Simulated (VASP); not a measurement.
Set up this calculation in VASP 6.6.1, as the native input.

* Task: single point
* Functional: PBE
* Potentials or basis: VASP PAW PBE potentials, release 64 (Rb_sv)
* Cutoff: 520 eV
* k mesh: 2 × 2 × 2
* Occupations: gaussian, width 0.1 eV
* Spin: no spin polarisation
* Dipole correction: no
* Further INCAR settings: ALGO = Normal; EDIFF = 1e-06; NBANDS = 10

The structure of Rb lies in POSCAR:

```
Rb
1.0
    0.0000000000      3.6129940094      3.6129940094
    3.6129940094      0.0000000000      3.6129940094
    3.6129940094      3.6129940094      0.0000000000
Rb
1
Direct
    0.0000000000      0.0000000000      0.0000000000
```

The input as run:

INCAR

```
SYSTEM = Rb
PREC     = Accurate       ! precision mode
ENCUT    = 520            ! plane-wave cutoff, eV
EDIFF    = 1E-6           ! SCF threshold, eV
ISMEAR   = 0              ! smearing method
SIGMA    = 0.1            ! smearing width, eV
LREAL    = .FALSE.        ! projectors in reciprocal space
LASPH    = .TRUE.         ! aspherical terms in the spheres
NELM     = 100            ! most SCF steps
ALGO     = Normal         ! electronic algorithm
ISIF     = 2              ! what is computed and relaxed
LWAVE    = .FALSE.        ! write WAVECAR
LCHARG   = .FALSE.        ! write CHGCAR
GGA      = PE             ! functional
NBANDS   = 10             ! bands
```

KPOINTS

```
Automatic mesh
0
G
  2 2 2
  0 0 0
```

Potentials or basis: VASP PAW PBE potentials, release 64 (Rb_sv).

Launch:

```sh
$ cat potpaw_PBE.64/Rb_sv/POTCAR > POTCAR
$ mpirun -np 1 vasp_std > vasp.out
```

It gave:

- Pressure: -0.1 GPa

Caveat: the k points lie up to 0.75 Å⁻¹ apart.

Run time: 8.8 s on 1 thread of Intel Xeon 8259CL (shared host), peak memory 0.22 GiB.
